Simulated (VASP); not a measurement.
Input of a VASP 6.6.1 run:

Contents of INCAR:

```
AGGAC    = 1.0          
AGGAX    = 1.0          
ALDAC    = 0.0          
ALDAX    = 1.0          
ALGO     = Normal         # electronic algorithm
EDIFF    = 1E-6           # SCF threshold, eV
ENCUT    = 520            # plane-wave cutoff, eV
GGA      = B5             # functional
ISIF     = 2              # what is computed and relaxed
ISMEAR   = -1             # smearing method
LASPH    = True           # aspherical terms in the spheres
LCHARG   = False          # write CHGCAR
LREAL    = False          # projectors in reciprocal space
LWAVE    = False          # write WAVECAR
NBANDS   = 22             # bands
NELM     = 80             # most SCF steps
PREC     = Accurate       # precision mode
SIGMA    = 0.05           # smearing width, eV
```

File KPOINTS:

```
k-points
0
Gamma
  7 7 3
```

POSCAR

```
I
1.0
    3.6350350000     -2.3950200000      0.0000000000
    3.6350350000      2.3950200000      0.0000000000
    0.0000000000      0.0000000000      9.7934400000
I
4
Direct
    0.6493000000      0.3507000000      0.3844000000
    0.1493000000      0.8507000000      0.1156000000
    0.3507000000      0.6493000000      0.6156000000
    0.8507000000      0.1493000000      0.8844000000
```

Potentials or basis: VASP PAW PBE potentials, release 64 (I).

The run is started by

```console
$ cat potpaw_PBE.64/I/POTCAR > POTCAR
$ mpirun -np 1 vasp_std > vasp.out
```

What does it give for the band gap on the k mesh?

1.32 eV (least direct gap 1.41 eV).

What does it give for the pressure?

3.9 GPa.

Forces on the atoms (eV/Å):
```
I    0.000 -0.569 -0.966
I    0.000 -0.569  0.966
I    0.000  0.569  0.966
I    0.000  0.569 -0.966
```

Caveat: the cell stands under pressure; this functional lacks dispersion, which holds the molecules together, so the pressure and a relaxed volume are unreliable; the PAW data sets were made with another functional, which shifts forces and pressure a little; spin-orbit coupling is left out, which moves the levels of the heavy elements; an odd mesh through Γ misses points on the zone boundary, where band edges can lie.
